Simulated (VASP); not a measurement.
A run of VASP 6.6.1 is set up as follows.

The input INCAR:

```
PREC = Accurate ; ENCUT = 520
EDIFF = 1E-8 ; ISMEAR = 0
SIGMA = 0.01 ; LREAL = False
LASPH = True ; NELM = 80
ALGO = Normal ; ISIF = 2
LWAVE = False ; LCHARG = False
GGA = CA ; IBRION = 8
NSW = 1 ; LEPSILON = True
```

The input KPOINTS:

```
regular mesh
0
Gamma
  10 10 10
```

The input POSCAR:

```
GaP
1.0
    0.0000000000      2.7057497008      2.7057497008
    2.7057497008      0.0000000000      2.7057497008
    2.7057497008      2.7057497008      0.0000000000
Ga P
1 1
Direct
    0.0000000000      0.0000000000      0.0000000000
    0.7500000000      0.7500000000      0.7500000000
```

Potentials or basis: VASP PAW LDA potentials, release 64 (Ga_d, P).

Run with:

```console
$ cat potpaw_LDA.64/Ga_d/POTCAR potpaw_LDA.64/P/POTCAR > POTCAR
$ mpirun -np 1 vasp_std > vasp.out
```

Question: Predict the electronic dielectric tensor (diagonal).

Answer: 10.99.

Question: Estimate the Born charges (mean of the diagonal).

Answer: Ga +2.10; P -2.10 e.

Question: What does it give for the highest phonon frequency at Γ, LO-TO splitting left out?

Answer: 360 cm⁻¹.

Born effective charge tensors (e):
atom 1, Ga
```
2.10 0.00 0.00
0.00 2.10 0.00
0.00 0.00 2.10
```
atom 2, P
```
-2.10  0.00  0.00
 0.00 -2.10  0.00
 0.00  0.00 -2.10
```
